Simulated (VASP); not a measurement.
Crystal: BP.

```
P B
1.0
     0.00000    2.31350    2.31350
     2.31350    0.00000    2.31350
     2.31350    2.31350    0.00000
P B
1 1
Direct
  0.75000 0.75000 0.75000
  0.00000 0.00000 0.00000
```

Base run:

```yaml
Program: VASP 6.6.1
Functional: RPBE
Potentials_or_basis: VASP PAW PBE potentials, release 64 (P, B)
Cutoff: 520 eV
k_mesh: 10 × 10 × 10
Occupations: fermi-dirac, width 0.05 eV
Spin: no spin polarisation
```

Its results: band gap on the k mesh 1.34 eV, indirect (least direct gap 3.32 eV); pressure -5.3 GPa.

After a change of settings the same cell gave: band gap on the k mesh 1.33 eV, indirect (least direct gap 3.32 eV); pressure -5.9 GPa. Which change was it?
A. functional from RPBE to revPBE
B. functional from RPBE to PBEsol; further incar settings from ALGO = Normal; EDIFF = 1e-06; NBANDS = 11 to ALGO = Normal; EDIFF = 1e-07; NBANDS = 11
C. functional from RPBE to PBEsol-based global hybrid; k mesh from 10 × 10 × 10 to 5 × 5 × 5
D. functional from RPBE to r2SCAN; dispersion from none to D4

A.

Caveats: the PAW data sets were made with another functional, which shifts forces and pressure a little.
